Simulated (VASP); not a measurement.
Crystal: NiO.

```
Ni O
1.0
     0.00000    2.09131    2.09131
     2.09131    0.00000    2.09131
     2.09131    2.09131    0.00000
Ni O
1 1
Direct
  0.00000 0.00000 0.00000
  0.50000 0.50000 0.50000
```

Base run:

- Program: VASP 6.6.1
- Functional: LDA
- Potentials or basis: VASP PAW LDA potentials, release 64 (Ni, O)
- Cutoff: 520 eV
- k mesh: 8 × 8 × 8
- Occupations: gaussian, width 0.05 eV
- Spin: collinear spin, ferromagnetic start
- Starting moments: [2.0, 0.0] μB
- Hubbard terms: Ni d U = 6.0 eV, J = 0.9 eV

Its results: band gap on the k mesh 1.71 eV, indirect (least direct gap 2.63 eV); pressure -15.6 GPa.

**Question.** The run is repeated on the same cell with these changes: spin from collinear spin, ferromagnetic start to no spin polarisation; further incar settings from ALGO = Normal; EDIFF = 1e-06; NBANDS = 19 to ALGO = Normal; EDIFF = 1e-07; NBANDS = 15. What comes out?

**Answer.** Band gap on the k mesh zero (band 8 reaches 8.25 eV, above the bottom of band 9 at 5.29 eV); pressure -28.1 GPa.

Caveats: a cell with one magnetic atom can't hold antiferromagnetic order, which such compounds often take (some runs); U without spin polarisation on a metal has little footing (some runs).

A k mesh can miss the band edges.
